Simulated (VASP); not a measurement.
# Ag in VASP: single point with LDA

Aim: the single point of Ag with LDA.

All numbers are computed with VASP 6.6.1; they aren't measurements. Logs are shortened: lines on timing, memory, paths and dates and some standing lists are left out, and cuts for length are marked.

## (1) The cell of the first run

The cell holds a sublattice, 1 atom: a = 3.868 Å, b = 3.868 Å, c = 3.868 Å, α = 60.00°, β = 60.00°, γ = 60.00°.

## (2) Single point, LDA

Input file INCAR:

```
PREC = Accurate
ENCUT = 520
EDIFF = 1E-6
ISMEAR = 0
SIGMA = 0.1
LREAL = F
LASPH = T
NELM = 80
ALGO = Normal
ISIF = 2
LWAVE = F
LCHARG = F
GGA = CA
NBANDS = 12
```

Input file KPOINTS:

```
regular mesh
0
Gamma
  10 10 10
```

Input file POSCAR:

```
Ag
1.0
    0.0000000000      2.7350000000      2.7350000000
    2.7350000000      0.0000000000      2.7350000000
    2.7350000000      2.7350000000      0.0000000000
Ag
1
Direct
    0.0000000000      0.0000000000      0.0000000000
```

Potentials or basis: VASP PAW LDA potentials, release 64 (Ag).

Command:

```sh
$ cat potpaw_LDA.64/Ag/POTCAR > POTCAR
$ mpirun -np 1 vasp_std > vasp.out
```

OUTCAR:

```text
PREC = Accurate
   ENCUT = 520
   EDIFF = 1E-6
   ISMEAR = 0
   LREAL = F
   LASPH = T
   NELM = 80
   ISIF = 2
   GGA = CA

 ion  position               nearest neighbor table
   1  0.000  0.000  0.000-

  LATTYP: Found a face centered cubic cell.
 ALAT       =     5.4700000000

  Lattice vectors:

 A1 = (   0.0000000000,   2.7350000000,   2.7350000000)
 A2 = (   2.7350000000,   0.0000000000,   2.7350000000)
 A3 = (   2.7350000000,   2.7350000000,   0.0000000000)

Analysis of symmetry for initial positions (statically):
=====================================================================
 Subroutine PRICEL returns:
 Original cell was already a primitive cell.

 Routine SETGRP: Setting up the symmetry group for a
 face centered cubic supercell.

 Subroutine GETGRP returns: Found 48 space group operations
 (whereof 48 operations were pure point group operations)
 out of a pool of 48 trial point group operations.

The static configuration has the point symmetry O_h .

Analysis of symmetry for dynamics (positions and initial velocities):
=====================================================================
 Subroutine PRICEL returns:
 Original cell was already a primitive cell.

 Routine SETGRP: Setting up the symmetry group for a
 face centered cubic supercell.

 Subroutine GETGRP returns: Found 48 space group operations
 (whereof 48 operations were pure point group operations)
 out of a pool of 48 trial point group operations.

The dynamic configuration has the point symmetry O_h .

 Subroutine INISYM returns: Found 48 space group operations
 (whereof 48 operations are pure point group operations),
 and found     1 'primitive' translations

----------------------------------------------------------------------------------------

                                     Primitive cell

  volume of cell :      40.9168

  direct lattice vectors                    reciprocal lattice vectors
     0.000000000  2.735000000  2.735000000    -0.182815356  0.182815356  0.182815356
     2.735000000  0.000000000  2.735000000     0.182815356 -0.182815356  0.182815356
     2.735000000  2.735000000  0.000000000     0.182815356  0.182815356 -0.182815356

  length of vectors
     3.867874093  3.867874093  3.867874093     0.316645486  0.316645486  0.316645486

  position of ions in fractional coordinates (direct lattice)
     0.000000000  0.000000000  0.000000000

  ion indices of the primitive-cell ions
   primitive index   ion index
                 1           1

----------------------------------------------------------------------------------------

 KPOINTS: regular mesh

Automatic generation of k-mesh.
 Grid dimensions read from file:
 generate k-points for:   10   10   10

 Generating k-lattice:

  Cartesian coordinates                     Fractional coordinates (reciprocal lattice)
    -0.018281536  0.018281536  0.018281536     0.100000000  0.000000000  0.000000000
     0.018281536 -0.018281536  0.018281536     0.000000000  0.100000000  0.000000000
     0.018281536  0.018281536 -0.018281536     0.000000000  0.000000000  0.100000000

  Length of vectors
     0.031664549  0.031664549  0.031664549

  Shift w.r.t. Gamma in fractional coordinates (k-lattice)
     0.000000000  0.000000000  0.000000000

 Subroutine IBZKPT returns following result:
 ===========================================

 Found     47 irreducible k-points:

 Following reciprocal coordinates:
            Coordinates               Weight
  0.000000  0.000000  0.000000      1.000000
  0.100000  0.000000  0.000000      8.000000
  0.200000  0.000000  0.000000      8.000000
  0.300000  0.000000  0.000000      8.000000
  0.400000  0.000000  0.000000      8.000000
  0.500000  0.000000  0.000000      4.000000
[... 16 lines left out ...]
  0.300000  0.300000  0.000000      6.000000
  0.400000  0.300000  0.000000     24.000000
 [... further k-points ...]
   k-points           NKPTS =     47   k-points in BZ     NKDIM =     47   number of bands    NBANDS=     12
   number of dos      NEDOS =    301   number of ions     NIONS =      1
   total plane-waves  NPLWV =  27000
   dimension x,y,z NGX =    30 NGY =   30 NGZ =   30
   dimension x,y,z NGXF=    60 NGYF=   60 NGZF=   60
   ions per type =               1
   NGX,Y,Z   is equivalent  to a cutoff of  12.89, 12.89, 12.89 a.u.
   NGXF,Y,Z  is equivalent  to a cutoff of  25.79, 25.79, 25.79 a.u.
 SYSTEM =  unknown system
   PREC   = accura    normal or accurate (medium, high low for compatibility)
   ISTART =      0    job   : 0-new  1-cont  2-samecut
   ICHARG =      2    charge: 1-file 2-atom 10-const
   ISPIN  =      1    spin polarized calculation?
   LNONCOLLINEAR =      F non collinear calculations
   LSORBIT =      F    spin-orbit coupling
   LASPH  =      T    aspherical Exc in radial PAW
   ENCUT  =  520.0 eV  38.22 Ry    6.18 a.u.   7.19  7.19  7.19*2*pi/ulx,y,z
   NELM   =     80;   NELMIN=  2; NELMDL= -5     # of ELM steps
   EDIFF  = 0.1E-05   stopping-criterion for ELM
   LREAL  =      F    real-space projection
   EDIFFG = 0.1E-04   stopping-criterion for IOM
   NSW    =      0    number of steps for IOM
   IBRION =     -1    ionic relax: 0-MD 1-quasi-New 2-CG
   NFREE  =      0    steps in history (QN), initial steepest desc. (CG)
   ISIF   =      2    stress and relaxation
   ISYM   =      2    0-nonsym 1-usesym 2-fastsym
   POTIM  = 0.5000    time-step for ionic-motion
   TEBEG  =    0.0;   TEEND  =   0.0 temperature during run
   PSTRESS=    0.0 pullay stress
   NELECT =      11.0000    total number of electrons
   NUPDOWN=      -1.0000    fix difference up-down
   EMIN   =  10.00;   EMAX   =-10.00  energy-range for DOS
   EFERMI =   0.00;   METHOD = LEGACY
   ISMEAR =     0;   SIGMA  =   0.10  broadening in eV -4-tet -1-fermi 0-gaus
   EFERMI_NEDOS =   21; number of points for ismear=-14 and -15
   IALGO  =     38    algorithm
   IMIX   =      4    mixing-type and parameters
     AMIX     =   0.40;   BMIX     =  1.00
     AMIX_MAG =   1.60;   BMIX_MAG =  1.00
  volume/ion in A,a.u.               =      40.92       276.12
  Fermi-wavevector in a.u.,A,eV,Ry     =   1.056587  1.996659 15.189205  1.116375
  Thomas-Fermi vector in A             =   2.191828
   LORBIT       =      0    0 simple, 1 ext, 2 COOP (PROOUT), +10 PAW based schemes
   GGA     = CA    functional components
   LHFCALC =     F    Hartree Fock is set to
   AEXX    =    0.0000 exact exchange contribution
   IVDW    =     0    specifies the selected vdW correction
   LEPSILON=     F    determine dielectric tensor
   LRPA    =     F    only Hartree local field effects (RPA)
 non-spin polarized calculation
 Gauss-broadening in eV      SIGMA  =   0.10
  energy-cutoff  :      520.00
  volume of cell :       40.92
 maximum number of plane-waves:      1114
 NGX is ok and might be reduce to    30
   NGX = 15   NGY = 15   NGZ = 15

 number of electron      11.0000001 magnetization

 Free energy of the ion-electron system (eV)
  ---------------------------------------------------
  ext. energy  EPLUGINS =         0.00000000
  ---------------------------------------------------
  free energy    TOTEN  =        -1.72400538 eV

  energy without entropy =       -1.71993946  energy(sigma->0) =       -1.72197242

 E-fermi :   0.4100     XC(G=0):  -8.1812

 val. band max:        0.3854812948   @ k =   0.5000   0.3000   0.1000
 cond. band min:       0.4180457922   @ k =  -0.4000   0.1000   0.0000
 fundamental gap:      0.0325644974
 Fermi energy:         0.4100302294

 k-point     1 :       0.0000    0.0000    0.0000
  band No.  band energies     occupation
      1      -2.9483      2.00000
      2      -2.7964      2.00000
      3      -2.7964      2.00000
      4      -2.7964      2.00000
      5      -2.6004      2.00000
      6      -2.6004      2.00000
      7      11.8962      0.00000
      8      11.8962      0.00000
      9      11.8962      0.00000
     10      13.1089      0.00000
     11      15.1187      0.00000
     12      15.1187      0.00000

 k-point     2 :       0.1000    0.0000    0.0000
  band No.  band energies     occupation
      1      -2.8486      2.00000
      2      -2.7792      2.00000
      3      -2.7792      2.00000
      4      -2.7439      2.00000
      5      -2.6035      2.00000
      6      -2.6035      2.00000
      7      10.2705      0.00000
      8      11.6749      0.00000
      9      11.6749      0.00000
     10      12.8905      0.00000
     11      15.5397      0.00000
     12      15.5438      0.00000

 k-point     3 :       0.2000    0.0000    0.0000
  band No.  band energies     occupation
      1      -2.8908      2.00000
      2      -2.7530      2.00000
      3      -2.7530      2.00000
      4      -2.5911      2.00000
      5      -2.5911      2.00000
      6      -2.2372      2.00000
      7       7.7573      0.00000
      8      11.2245      0.00000
      9      11.2245      0.00000
     10      12.7398      0.00000
     11      15.1485      0.00000
     12      15.5604      0.00000
[... 286 lines left out ...]
 k-point    23 :       0.3000    0.3000    0.0000
  band No.  band energies     occupation
      1      -2.9771      2.00000
      2      -2.8953      2.00000
      3      -2.5508      2.00000
      4      -2.5508      2.00000
      5      -2.5023      2.00000
      6      -0.9110      2.00000
      7       7.3435      0.00000
      8       8.2549      0.00000
      9       8.2549      0.00000
     10      10.4953      0.00000
     11      10.8870      0.00000
     12      19.7126      0.00000

 k-point    24 :       0.4000    0.3000    0.0000
  band No.  band energies     occupation
      1      -2.9981      2.00000
      2      -2.9292      2.00000
      3      -2.5418      2.00000
      4      -2.5284      2.00000
      5      -2.4495      2.00000
      6      -0.0720      2.00000
      7       5.8474      0.00000
      8       7.1163      0.00000
      9       7.9186      0.00000
     10      10.3851      0.00000
     11      11.6309      0.00000
     12      19.0962      0.00000

 [... further k-points ...]

------------------------ aborting loop because EDIFF is reached ----------------------------------------

  FORCE on cell =-STRESS in cart. coord.  units (eV):
  Direction    XX          YY          ZZ          XY          YZ          ZX
  --------------------------------------------------------------------------------------
  -------------------------------------------------------------------------------------
  Total       -2.2396117     -2.2396117     -2.2396117     -0.0000000      0.0000000      0.0000000
  in kB      -87.6963109    -87.6963109    -87.6963109     -0.0000000      0.0000000      0.0000000
  external PRESSURE =     -87.6963109 kB  Pullay stress =       0.0000000 kB

 VOLUME and BASIS-vectors are now :
 -----------------------------------------------------------------------------
  energy-cutoff  :      520.00
  volume of cell :       40.92
      direct lattice vectors                 reciprocal lattice vectors
     0.000000000  2.735000000  2.735000000    -0.182815356  0.182815356  0.182815356
     2.735000000  0.000000000  2.735000000     0.182815356 -0.182815356  0.182815356
     2.735000000  2.735000000  0.000000000     0.182815356  0.182815356 -0.182815356

 POSITION                                       TOTAL-FORCE (eV/Angst)
 -----------------------------------------------------------------------------------
      0.00000      0.00000      0.00000         0.000000     -0.000000      0.000000
 -----------------------------------------------------------------------------------
    total drift:                               -0.000000     -0.000000     -0.000000

  FREE ENERGIE OF THE ION-ELECTRON SYSTEM (eV)
  ---------------------------------------------------
  free  energy   TOTEN  =        -1.7240053816 eV

  energy  without entropy=       -1.7199394588  energy(sigma->0) =       -1.72197242
```

Run time: 8.9 s. Hardware: 1 thread of AMD EPYC 9R45 (Zen 5), shared host; peak memory 0.13 GiB.

Results:

| Quantity | Value |
| --- | --- |
| Free energy | -1.7240 eV |
| Pressure | -8.8 GPa |

Levels at points of the mesh, in eV from the Fermi level:
```tsv
k point	band 4	band 5	band 6	band 7	band 8	band 9
(0.00, 0.00, 0.00)	-3.21	-3.01	-3.01	11.49	11.49	11.49
(0.50, 0.00, 0.00)	-2.85	-2.85	0.67	1.27	9.97	9.97
(0.50, 0.50, 0.00)	-2.81	-2.81	2.14	2.17	6.77	6.77
```
